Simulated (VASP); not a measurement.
# Y (Fm-3m) in VASP: a series of runs

Runs on Y. Level: LDA. Tasks: single point.

Program: VASP 6.6.1. These are calculated values, not measurements. Logs are shortened: lines on timing, memory, paths and dates and some standing lists are left out, and cuts for length are marked.

### Step 1. The cell of the first run

It takes space group Fm-3m (No. 225, cubic). The conventional cell has a = 4.700 Å, b = 4.700 Å, c = 4.700 Å, α = 90.00°, β = 90.00°, γ = 90.00°. Within 4.4 Å of Y (site symmetry m-3m) lie 12 Y at 3.32 Å.

This isn't the form of Y at room conditions, which is hcp.

### Step 2. Single point, LDA (25.96 Å³/atom)

Input file INCAR:

```
  ALGO = Normal
  EDIFF = 1E-7
  ENCUT = 520
  ISIF = 2
  ISMEAR = -1
  LASPH = True
  LCHARG = False
  LREAL = False
  LWAVE = False
  NBANDS = 12
  NELM = 80
  PREC = Accurate
  SIGMA = 0.08
```

Input file KPOINTS:

```
k-points
0
Gamma
  13 13 13
```

Input file POSCAR:

```
Y
1.0
    0.0000000000      2.3500636460      2.3500636460
    2.3500636460      0.0000000000      2.3500636460
    2.3500636460      2.3500636460      0.0000000000
Y
1
Direct
    0.0000000000      0.0000000000      0.0000000000
```

Potentials or basis: VASP PAW LDA potentials, release 64 (Y_sv).

Run with:

```bash
$ cat potpaw_LDA.64/Y_sv/POTCAR > POTCAR
$ mpirun -np 1 vasp_std > vasp.out
```

OUTCAR:

```text
EDIFF = 1E-7
   ENCUT = 520
   ISIF = 2
   ISMEAR = -1
   LASPH = True
   LREAL = False
   NELM = 80
   PREC = Accurate

 ion  position               nearest neighbor table
   1  0.000  0.000  0.000-

  LATTYP: Found a face centered cubic cell.
 ALAT       =     4.7001272920

  Lattice vectors:

 A1 = (   0.0000000000,   2.3500636460,   2.3500636460)
 A2 = (   2.3500636460,   0.0000000000,   2.3500636460)
 A3 = (   2.3500636460,   2.3500636460,   0.0000000000)

Analysis of symmetry for initial positions (statically):
=====================================================================
 Subroutine PRICEL returns:
 Original cell was already a primitive cell.

 Routine SETGRP: Setting up the symmetry group for a
 face centered cubic supercell.

 Subroutine GETGRP returns: Found 48 space group operations
 (whereof 48 operations were pure point group operations)
 out of a pool of 48 trial point group operations.

The static configuration has the point symmetry O_h .

Analysis of symmetry for dynamics (positions and initial velocities):
=====================================================================
 Subroutine PRICEL returns:
 Original cell was already a primitive cell.

 Routine SETGRP: Setting up the symmetry group for a
 face centered cubic supercell.

 Subroutine GETGRP returns: Found 48 space group operations
 (whereof 48 operations were pure point group operations)
 out of a pool of 48 trial point group operations.

The dynamic configuration has the point symmetry O_h .

 Subroutine INISYM returns: Found 48 space group operations
 (whereof 48 operations are pure point group operations),
 and found     1 'primitive' translations

----------------------------------------------------------------------------------------

                                     Primitive cell

  volume of cell :      25.9579

  direct lattice vectors                    reciprocal lattice vectors
     0.000000000  2.350063646  2.350063646    -0.212760195  0.212760195  0.212760195
     2.350063646  0.000000000  2.350063646     0.212760195 -0.212760195  0.212760195
     2.350063646  2.350063646  0.000000000     0.212760195  0.212760195 -0.212760195

  length of vectors
     3.323491881  3.323491881  3.323491881     0.368511468  0.368511468  0.368511468

  position of ions in fractional coordinates (direct lattice)
     0.000000000  0.000000000  0.000000000

  ion indices of the primitive-cell ions
   primitive index   ion index
                 1           1

----------------------------------------------------------------------------------------

 KPOINTS: k-points

Automatic generation of k-mesh.
 Grid dimensions read from file:
 generate k-points for:   13   13   13

 Generating k-lattice:

  Cartesian coordinates                     Fractional coordinates (reciprocal lattice)
    -0.016366169  0.016366169  0.016366169     0.076923077  0.000000000  0.000000000
     0.016366169 -0.016366169  0.016366169     0.000000000  0.076923077  0.000000000
     0.016366169  0.016366169 -0.016366169     0.000000000  0.000000000  0.076923077

  Length of vectors
     0.028347036  0.028347036  0.028347036

  Shift w.r.t. Gamma in fractional coordinates (k-lattice)
     0.000000000  0.000000000  0.000000000

 Subroutine IBZKPT returns following result:
 ===========================================

 Found     84 irreducible k-points:

 Following reciprocal coordinates:
            Coordinates               Weight
  0.000000  0.000000  0.000000      1.000000
  0.076923  0.000000  0.000000      8.000000
  0.153846  0.000000  0.000000      8.000000
  0.230769  0.000000  0.000000      8.000000
  0.307692  0.000000  0.000000      8.000000
  0.384615  0.000000  0.000000      8.000000
[... 16 lines left out ...]
  0.384615  0.153846  0.000000     24.000000
  0.461538  0.153846  0.000000     24.000000
 [... further k-points ...]
   k-points           NKPTS =     84   k-points in BZ     NKDIM =     84   number of bands    NBANDS=     12
   number of dos      NEDOS =    301   number of ions     NIONS =      1
   total plane-waves  NPLWV =  21952
   dimension x,y,z NGX =    28 NGY =   28 NGZ =   28
   dimension x,y,z NGXF=    56 NGYF=   56 NGZF=   56
   ions per type =               1
   NGX,Y,Z   is equivalent  to a cutoff of  14.01, 14.01, 14.01 a.u.
   NGXF,Y,Z  is equivalent  to a cutoff of  28.01, 28.01, 28.01 a.u.
 SYSTEM =  unknown system
   PREC   = accura    normal or accurate (medium, high low for compatibility)
   ISTART =      0    job   : 0-new  1-cont  2-samecut
   ICHARG =      2    charge: 1-file 2-atom 10-const
   ISPIN  =      1    spin polarized calculation?
   LNONCOLLINEAR =      F non collinear calculations
   LSORBIT =      F    spin-orbit coupling
   LASPH  =      T    aspherical Exc in radial PAW
   ENCUT  =  520.0 eV  38.22 Ry    6.18 a.u.   6.18  6.18  6.18*2*pi/ulx,y,z
   NELM   =     80;   NELMIN=  2; NELMDL= -5     # of ELM steps
   EDIFF  = 0.1E-06   stopping-criterion for ELM
   LREAL  =      F    real-space projection
   EDIFFG = 0.1E-05   stopping-criterion for IOM
   NSW    =      0    number of steps for IOM
   IBRION =     -1    ionic relax: 0-MD 1-quasi-New 2-CG
   NFREE  =      0    steps in history (QN), initial steepest desc. (CG)
   ISIF   =      2    stress and relaxation
   ISYM   =      2    0-nonsym 1-usesym 2-fastsym
   POTIM  = 0.5000    time-step for ionic-motion
   TEBEG  =    0.0;   TEEND  =   0.0 temperature during run
   PSTRESS=    0.0 pullay stress
   NELECT =      11.0000    total number of electrons
   NUPDOWN=      -1.0000    fix difference up-down
   EMIN   =  10.00;   EMAX   =-10.00  energy-range for DOS
   EFERMI =   0.00;   METHOD = LEGACY
   ISMEAR =    -1;   SIGMA  =   0.08  broadening in eV -4-tet -1-fermi 0-gaus
   EFERMI_NEDOS =   21; number of points for ismear=-14 and -15
   IALGO  =     38    algorithm
   IMIX   =      4    mixing-type and parameters
     AMIX     =   0.40;   BMIX     =  1.00
     AMIX_MAG =   1.60;   BMIX_MAG =  1.00
  volume/ion in A,a.u.               =      25.96       175.17
  Fermi-wavevector in a.u.,A,eV,Ry     =   1.229654  2.323708 20.572660  1.512048
  Thomas-Fermi vector in A             =   2.364532
   LORBIT       =      0    0 simple, 1 ext, 2 COOP (PROOUT), +10 PAW based schemes
   GGA     = CA    functional components
   LHFCALC =     F    Hartree Fock is set to
   AEXX    =    0.0000 exact exchange contribution
   IVDW    =     0    specifies the selected vdW correction
   LEPSILON=     F    determine dielectric tensor
   LRPA    =     F    only Hartree local field effects (RPA)
 non-spin polarized calculation
  energy-cutoff  :      520.00
  volume of cell :       25.96
 maximum number of plane-waves:       725
 NGX is ok and might be reduce to    28
   NGX = 13   NGY = 13   NGZ = 13

 number of electron      11.0000000 magnetization

 Free energy of the ion-electron system (eV)
  ---------------------------------------------------
  ext. energy  EPLUGINS =         0.00000000
  ---------------------------------------------------
  free energy    TOTEN  =        -6.88596665 eV

  energy without entropy =       -6.86042962  energy(sigma->0) =       -6.87319813

 E-fermi :   4.0962     XC(G=0): -10.5982

 val. band max:        4.0638388354   @ k =   0.3846   0.2308   0.0769
 cond. band min:       4.1030162593   @ k =   0.4615   0.2308   0.0769
 fundamental gap:      0.0391774239
 Fermi energy:         4.0962214598

 k-point     1 :       0.0000    0.0000    0.0000
  band No.  band energies     occupation
      1     -37.8759      2.00000
      2     -17.4280      2.00000
      3     -17.4280      2.00000
      4     -17.4280      2.00000
      5      -0.8873      2.00000
      6       6.0643      0.00000
      7       6.0643      0.00000
      8       6.0643      0.00000
      9       8.6839      0.00000
     10       8.6839      0.00000
     11      13.7826      0.00000
     12      17.7403      0.00000

 k-point     2 :       0.0769    0.0000    0.0000
  band No.  band energies     occupation
      1     -37.8662      2.00000
      2     -17.5025      2.00000
      3     -17.4367      2.00000
      4     -17.4367      2.00000
      5      -0.6938      2.00000
      6       5.8550      0.00000
      7       6.1541      0.00000
      8       6.1541      0.00000
      9       8.5708      0.00000
     10       8.5708      0.00000
     11      14.2213      0.00000
     12      17.0165      0.00000

 k-point     3 :       0.1538    0.0000    0.0000
  band No.  band energies     occupation
      1     -37.8391      2.00000
      2     -17.7039      2.00000
      3     -17.4607      2.00000
      4     -17.4607      2.00000
      5      -0.1572      2.00000
      6       5.3905      0.00000
      7       6.3472      0.00000
      8       6.3472      0.00000
      9       8.3868      0.00000
     10       8.3868      0.00000
     11      15.0313      0.00000
     12      16.1969      0.00000
[... 286 lines left out ...]
 k-point    23 :       0.3846    0.1538    0.0000
  band No.  band energies     occupation
      1     -37.7254      2.00000
      2     -18.3137      2.00000
      3     -17.6554      2.00000
      4     -17.6302      2.00000
      5       1.9921      2.00000
      6       4.3133      0.12434
      7       5.4562      0.00000
      8       6.8006      0.00000
      9       9.2067      0.00000
     10      10.2926      0.00000
     11      14.8080      0.00000
     12      16.9356      0.00000

 k-point    24 :       0.4615    0.1538    0.0000
  band No.  band energies     occupation
      1     -37.6983      2.00000
      2     -18.4655      2.00000
      3     -17.7126      2.00000
      4     -17.6387      2.00000
      5       2.3296      2.00000
      6       4.4508      0.02350
      7       5.4394      0.00000
      8       6.5743      0.00000
      9      10.3224      0.00000
     10      10.7329      0.00000
     11      14.0558      0.00000
     12      15.6615      0.00000

 [... further k-points ...]

------------------------ aborting loop because EDIFF is reached ----------------------------------------

  FORCE on cell =-STRESS in cart. coord.  units (eV):
  Direction    XX          YY          ZZ          XY          YZ          ZX
  --------------------------------------------------------------------------------------
  -------------------------------------------------------------------------------------
  Total        1.1147398      1.1147398      1.1147398     -0.0000000     -0.0000000      0.0000000
  in kB       68.8042434     68.8042434     68.8042434     -0.0000000     -0.0000000      0.0000000
  external PRESSURE =      68.8042434 kB  Pullay stress =       0.0000000 kB

 VOLUME and BASIS-vectors are now :
 -----------------------------------------------------------------------------
  energy-cutoff  :      520.00
  volume of cell :       25.96
      direct lattice vectors                 reciprocal lattice vectors
     0.000000000  2.350063646  2.350063646    -0.212760195  0.212760195  0.212760195
     2.350063646  0.000000000  2.350063646     0.212760195 -0.212760195  0.212760195
     2.350063646  2.350063646  0.000000000     0.212760195  0.212760195 -0.212760195

 POSITION                                       TOTAL-FORCE (eV/Angst)
 -----------------------------------------------------------------------------------
      0.00000      0.00000      0.00000         0.000000      0.000000      0.000000
 -----------------------------------------------------------------------------------
    total drift:                               -0.000000     -0.000000     -0.000000

  FREE ENERGIE OF THE ION-ELECTRON SYSTEM (eV)
  ---------------------------------------------------
  free  energy   TOTEN  =        -6.8859666454 eV

  energy  without entropy=       -6.8604296235  energy(sigma->0) =       -6.87319813
```

It took 32 s on 1 thread of Intel Xeon 6975P-C (Granite Rapids), shared host; peak memory 0.17 GiB.

Results:

| Item | Value |
| --- | --- |
| Free energy | -6.8860 eV |
| Pressure | 6.9 GPa |
| Band gap on the k mesh | zero (an odd number of electrons rules out a gap without spin polarisation) |

Caveat: the cell stands under pressure.

### Step 3. Single point, LDA (25.96 Å³/atom)

Input file INCAR:

```
SYSTEM = Y
  ALGO = Normal
  EDIFF = 1E-7
  ENCUT = 520
  ISIF = 2
  ISMEAR = -1
  LASPH = .TRUE.
  LCHARG = .TRUE.
  LELF = .TRUE.
  LREAL = .FALSE.
  LVHAR = .TRUE.
  LWAVE = .FALSE.
  NBANDS = 12
  NELM = 80
  PREC = Accurate
  SIGMA = 0.08
```

Input file KPOINTS:

```
k-points
0
G
  13 13 13
  0 0 0
```

POSCAR is that of step 2.

Potentials or basis: VASP PAW LDA potentials, release 64 (Y_sv).

Run with:

```bash
$ cat potpaw_LDA.64/Y_sv/POTCAR > POTCAR
$ mpirun -np 1 vasp_std > vasp.out
```

Run time: 34 s. Hardware: 1 thread of Intel Xeon 6975P-C (Granite Rapids), shared host; peak memory 0.17 GiB.

It converged, with:

| Property | Result |
| --- | --- |
| Free energy | -6.8860 eV |
| Pressure | 6.9 GPa |
| Band gap on the k mesh | zero (an odd number of electrons rules out a gap without spin polarisation) |

Levels at points of the mesh, in eV from the Fermi level:
```
           k point  band 1  band 2  band 3  band 4  band 5  band 6  band 7  band 8  band 9  band 10
(0.00, 0.00, 0.00)  -41.97  -21.52  -21.52  -21.52   -4.98    1.97    1.97    1.97    4.59     4.59
```

Caveat: the cell stands under pressure.

### Step 4. Single point, LDA

This run uses another cell than the first one, of 29.50 Å³/atom.

Input file INCAR:

```
  ALGO = Normal
  EDIFF = 1E-6
  ENCUT = 520
  GGA = CA
  ISIF = 2
  ISMEAR = -1
  LASPH = True
  LCHARG = False
  LREAL = False
  LWAVE = False
  NBANDS = 12
  NELM = 60
  PREC = Accurate
  SIGMA = 0.08
```

Input file KPOINTS:

```
k-points
0
Gamma
  13 13 13
```

Input file POSCAR:

```
Y
1.0
    0.0000000000      2.4523666429      2.4523666429
    2.4523666429      0.0000000000      2.4523666429
    2.4523666429      2.4523666429      0.0000000000
Y
1
Direct
    0.0000000000      0.0000000000      0.0000000000
```

Run with:

```bash
$ cat potpaw_LDA.64/Y_sv/POTCAR > POTCAR
$ mpirun -np 1 vasp_std > vasp.out
```

Wall time 24 s (1 thread of Intel Xeon 6975P-C (Granite Rapids), shared host); peak memory 0.18 GiB.

Results (log left out):

```yaml
Free_energy: -6.9541 eV
Pressure: -0.2 GPa
Band_gap_on_the_k_mesh: zero (an odd number of electrons rules out a gap without spin polarisation)
```

Levels at points of the mesh, in eV from the Fermi level:
| k point | band 2 | band 3 | band 4 | band 5 | band 6 | band 7 | band 8 | band 9 |
| --- | --- | --- | --- | --- | --- | --- | --- | --- |
| (0.00, 0.00, 0.00) | -21.95 | -21.95 | -21.95 | -4.87 | 1.84 | 1.84 | 1.84 | 4.08 |

### Step 5. Single point, LDA (29.50 Å³/atom)

This run uses another cell than the first one, of 29.50 Å³/atom.

Input file INCAR:

```
SYSTEM = Y
PREC = Accurate ; ENCUT = 520
EDIFF = 1E-6 ; ISMEAR = -1
SIGMA = 0.08 ; LREAL = .FALSE.
LASPH = .TRUE. ; NELM = 80
ALGO = Normal ; ISIF = 2
LWAVE = .FALSE. ; LCHARG = .FALSE.
GGA = CA ; NBANDS = 12
```

Input file KPOINTS:

```
Automatic mesh
0
G
  13 13 13
  0 0 0
```

POSCAR is that of step 4.

Run with:

```bash
$ cat potpaw_LDA.64/Y_sv/POTCAR > POTCAR
$ mpirun -np 1 vasp_std > vasp.out
```

It took 30 s on 1 thread of Intel Xeon 6975P-C (Granite Rapids), shared host; peak memory 0.17 GiB.

The run converged. Its results:

```yaml
Free_energy: -6.9541 eV
Pressure: -0.2 GPa
Band_gap_on_the_k_mesh: zero (an odd number of electrons rules out a gap without spin polarisation)
```

Levels at points of the mesh, in eV from the Fermi level:
```
           k point  band 3  band 4  band 5  band 6  band 7  band 8
(0.00, 0.00, 0.00)  -21.95  -21.95   -4.87    1.84    1.84    1.84
```
